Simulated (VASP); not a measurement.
## SrCl2: single point with r2SCAN+rVV10

The system is SrCl2.

```
Sr Cl
1.0
     0.00000    3.49772    3.49772
     3.49772    0.00000    3.49772
     3.49772    3.49772    0.00000
Sr Cl
1 2
Direct
  0.00000 0.00000 0.00000
  0.25000 0.25000 0.25000
  0.75000 0.75000 0.75000
```

| Item | Value |
| --- | --- |
| Program | VASP 6.6.1 |
| Task | single point |
| Functional | r2SCAN |
| Dispersion | rVV10 |
| Potentials or basis | VASP PAW PBE potentials, release 64 (Sr_sv, Cl) |
| Cutoff | 520 eV |
| k mesh | 4 × 4 × 4 |
| Occupations | gaussian, width 0.01 eV |
| Spin | no spin polarisation |

The pressure is -0.6 GPa and the band gap on the k mesh is 5.79 eV (least direct gap 5.89 eV).

Levels at points of the mesh, in eV from the valence-band top:
```
           k point  band 8  band 9  band 10  band 11  band 12  band 13  band 14  band 15  band 16  band 17
(0.00, 0.00, 0.00)   -2.13   -2.13    -0.35    -0.35    -0.35     5.79     6.65     6.65     9.52     9.52
(0.50, 0.00, 0.00)   -1.57   -1.48    -1.35    -1.06    -1.06     7.24     7.24     8.03     8.21     9.30
(0.50, 0.50, 0.00)   -1.91   -1.91    -0.40    -0.40     0.00     5.89     7.75     8.17     8.68     8.68
```

Wall time 3 min on 1 thread of Intel(R) Xeon(R) Platinum 8259CL CPU @ 2.50GHz (Skylake/Cascade Lake) (shared host), peak memory 0.49 GiB.

Caveat: the PAW data sets were made with another functional, which shifts forces and pressure a little. A k mesh can miss the band edges.
